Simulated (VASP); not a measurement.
Crystal: TaSb (rocksalt type).

```xyz
2
Lattice="0.0000 2.8280 2.8280 2.8280 0.0000 2.8280 2.8280 2.8280 0.0000" Properties=species:S:1:pos:R:3 pbc="T T T"
Ta    0.0000    0.0000    0.0000
Sb    2.8280    2.8280    2.8280
```

```yaml
Program: VASP 6.6.1
Task: relaxation of cell and atoms
Functional: LDA
Potentials_or_basis: VASP PAW LDA potentials, release 64 (Ta_sv_GW, Sb_d_GW)
Cutoff: 500 eV
k_mesh: 13 × 13 × 13
Occupations: fermi-dirac, width 0.05 eV
Spin: no spin polarisation
```

At the start: pressure -7.5 GPa; volume 22.62 Å³/atom.

Question: How do energy, volume and symmetry change on relaxing?

Answer: Over 13 steps the energy falls by 33.2 meV/atom and the volume is 21.28 Å³/atom (-5.9 %); space group Fm-3m (No. 225, to 0.1 Å) before and after.

The path:
```csv
step,energy change (eV),largest force (eV/Å),pressure (GPa),volume (Å³)
1,0.0000,0.0000,-7.45,45.24
2,0.1132,0.0000,16.27,38.69
3,-0.0663,0.0000,-0.22,42.61
4,-0.0663,0.0000,0.11,42.55
5,-0.0663,0.0000,-0.41,42.63
6,-0.0663,0.0000,0.08,42.57
7,-0.0663,0.0000,-0.16,42.58
8,-0.0663,0.0000,-0.08,42.57
9,-0.0663,0.0000,-0.09,42.57
10,-0.0663,0.0000,-0.08,42.57
11,-0.0663,0.0000,-0.09,42.57
12,-0.0663,0.0000,0.22,42.51
13,-0.0663,0.0000,0.00,42.55
```

Final structure:
```xyz
2
Lattice="0.0000 2.7709 2.7709 2.7709 0.0000 2.7709 2.7709 2.7709 0.0000" Properties=species:S:1:pos:R:3 pbc="T T T"
Ta    0.0000    0.0000    0.0000
Sb    2.7709    2.7709    2.7709
```
